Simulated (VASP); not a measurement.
Set up this calculation in VASP 6.6.1, as the native input.

| Quantity | Value |
| --- | --- |
| Task | single point |
| Functional | PBE |
| Potentials or basis | VASP PAW PBE potentials, release 64 (Si, P, Rh_pv) |
| Cutoff | 520 eV |
| k mesh | 5 × 5 × 5 |
| Occupations | methfessel-paxton, width 0.01 eV |
| Spin | no spin polarisation |
| Hubbard terms | Rh d U = 4.0 eV |
| Dipole correction | no |
| Further INCAR settings | ALGO = Normal; EDIFF = 1e-07; NBANDS = 30 |

The structure of Si2PRh2 lies in POSCAR:

```
Si2PRh2
1.0
    0.0000000000      3.9130552100      0.0000000000
    3.9130552100      0.0000000000      0.0000000000
    1.9565281100      1.9565281100     -4.8021640900
Si P Rh
2 1 2
Direct
    0.3620000000      0.3620000000      0.2760000000
    0.6380000000      0.6380000000      0.7240000000
    0.0000000000      0.0000000000      0.0000000000
    0.7500000000      0.2500000000      0.5000000000
    0.2500000000      0.7500000000      0.5000000000
```

One way to write it, as run:

INCAR

```
PREC = Accurate ; ENCUT = 520
EDIFF = 1E-7 ; ISMEAR = 1
SIGMA = 0.01 ; LREAL = F
LASPH = T ; NELM = 150
ALGO = Normal ; ISIF = 2
LWAVE = F ; LCHARG = F
LMAXMIX = 4 ; LDAU = T
LDAUTYPE = 2 ; LDAUL = -1 -1 2
LDAUU = 0 0 4 ; LDAUJ = 0 0 0
LDAUPRINT = 1 ; GGA = PE
NBANDS = 30
```

KPOINTS

```
regular mesh
0
Gamma
  5 5 5
```

Potentials or basis: VASP PAW PBE potentials, release 64 (Si, P, Rh_pv).

Run with:

```console
$ cat potpaw_PBE.64/Si/POTCAR potpaw_PBE.64/P/POTCAR potpaw_PBE.64/Rh_pv/POTCAR > POTCAR
$ mpirun -np 1 vasp_std > vasp.out
```

It gave:

The pressure is 15.5 GPa. The largest force is 3.927 eV/Å. The band gap on the k mesh is zero (an odd number of electrons rules out a gap without spin polarisation).

Caveat: the stress differs along the axes, from 4 to 21 GPa; an odd number of electrons without spin polarisation forces a metal; a magnetic or distorted state may lie lower; U without spin polarisation on a metal has little footing; the U is typed as a test and isn't derived for this compound.

Wall time 27 s on 1 thread of Intel(R) Xeon(R) 6975P-C (Granite Rapids), on a shared host, peak memory 0.19 GiB.
